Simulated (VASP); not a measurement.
Input of a VASP 6.6.1 run:

Contents of INCAR:

```
ALGO     = Fast           # electronic algorithm
EDIFF    = 1E-6           # SCF threshold, eV
ENCUT    = 520            # plane-wave cutoff, eV
GGA      = PS             # functional
ISIF     = 2              # what is computed and relaxed
ISMEAR   = -1             # smearing method
LASPH    = T              # aspherical terms in the spheres
LCHARG   = T              # write CHGCAR
LELF     = T              # ELF
LREAL    = F              # projectors in reciprocal space
LVHAR    = T            
LWAVE    = F              # write WAVECAR
NBANDS   = 34             # bands
NELM     = 60             # most SCF steps
PREC     = Accurate       # precision mode
SIGMA    = 0.05           # smearing width, eV
```

The input KPOINTS:

```
k-points
0
Gamma
  7 7 7
```

POSCAR

```
CuSn3
1.0
   -2.2399030000      2.2399030000      5.0655321600
    2.2399030000     -2.2399030000      5.0655321600
    2.2399030000      2.2399030000     -5.0655321600
Sn Cu
3 1
Direct
    0.5000000000      0.5000000000      0.0000000000
    0.2500000000      0.7500000000      0.5000000000
    0.7500000000      0.2500000000      0.5000000000
    0.0000000000      0.0000000000      0.0000000000
```

Potentials or basis: VASP PAW PBE potentials, release 64 (Sn_d, Cu).

Launch:

```console
$ cat potpaw_PBE.64/Sn_d/POTCAR potpaw_PBE.64/Cu/POTCAR > POTCAR
$ mpirun -np 1 vasp_std > vasp.out
```

Q: What does it give for the band gap on the k mesh?

A: Zero (an odd number of electrons rules out a gap without spin polarisation).

Q: Predict the pressure.

A: -5.6 GPa.

Stress tensor (GPa, compression positive):
```
-5.73  0.00  0.00
 0.00 -5.73  0.00
 0.00  0.00 -5.27
```

Caveat: the cell stands under tension; the PAW data sets were made with another functional, which shifts forces and pressure a little; spin-orbit coupling is left out, which moves the levels of the heavy elements.
